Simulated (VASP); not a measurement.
A run of VASP 6.6.1:

The input POSCAR:

```
HfC
1.0
   -1.6409571029      2.3207811158      1.6409831453
    1.6409571029     -2.3207811158      1.6409831453
    1.6409571029      2.3207811158     -1.6409831453
Hf C
1 1
Direct
    1.0820832387      1.0820832387      0.0000000000
    0.5820834213      0.0820834213      0.5000000000
```

File INCAR.step1:

```
SYSTEM = HfC
PREC     = Accurate       ! precision mode
ENCUT    = 520            ! plane-wave cutoff, eV
EDIFF    = 1E-5           ! SCF threshold, eV
ISMEAR   = -1             ! smearing method
SIGMA    = 0.05           ! smearing width, eV
LREAL    = .FALSE.        ! projectors in reciprocal space
LASPH    = .TRUE.         ! aspherical terms in the spheres
NELM     = 80             ! most SCF steps
ALGO     = Normal         ! electronic algorithm
ISIF     = 2              ! what is computed and relaxed
LWAVE    = .TRUE.         ! write WAVECAR
LCHARG   = .FALSE.        ! write CHGCAR
NBANDS   = 14             ! bands
GGA      = PE             ! functional
```

INCAR.step2

```
SYSTEM = HfC
PREC     = Accurate       ! precision mode
ENCUT    = 520            ! plane-wave cutoff, eV
EDIFF    = 1E-7           ! SCF threshold, eV
ISMEAR   = -1             ! smearing method
SIGMA    = 0.05           ! smearing width, eV
LREAL    = .FALSE.        ! projectors in reciprocal space
LASPH    = .TRUE.         ! aspherical terms in the spheres
NELM     = 80             ! most SCF steps
ALGO     = Normal         ! electronic algorithm
ISIF     = 2              ! what is computed and relaxed
LWAVE    = .FALSE.        ! write WAVECAR
LCHARG   = .FALSE.        ! write CHGCAR
GGA      = PE             ! functional
LHFCALC  = .TRUE.         ! exact exchange
HFSCREEN = 0.2079         ! screening, 1/A
PRECFOCK = Normal       
NBANDS   = 14             ! bands
ISTART   = 1
```

File KPOINTS:

```
Automatic mesh
0
G
  6 6 6
  0 0 0
```

Potentials or basis: VASP PAW PBE potentials, release 64 (Hf_pv, C).

Launch:

```sh
$ cat potpaw_PBE.64/Hf_pv/POTCAR potpaw_PBE.64/C/POTCAR > POTCAR
$ cp INCAR.step1 INCAR
$ mpirun -np 1 vasp_std > vasp.out
$ cp INCAR.step2 INCAR
$ mpirun -np 1 vasp_std > vasp.out
```

Hardware: 1 thread of AMD EPYC 7R13 Processor (Zen 3), on a shared host.

How long does it take, and how much memory?

It took 97 min on 1 thread of AMD EPYC 7R13 Processor (Zen 3), with other jobs on the host, peak memory 0.24 GiB. Counts: k points 46.
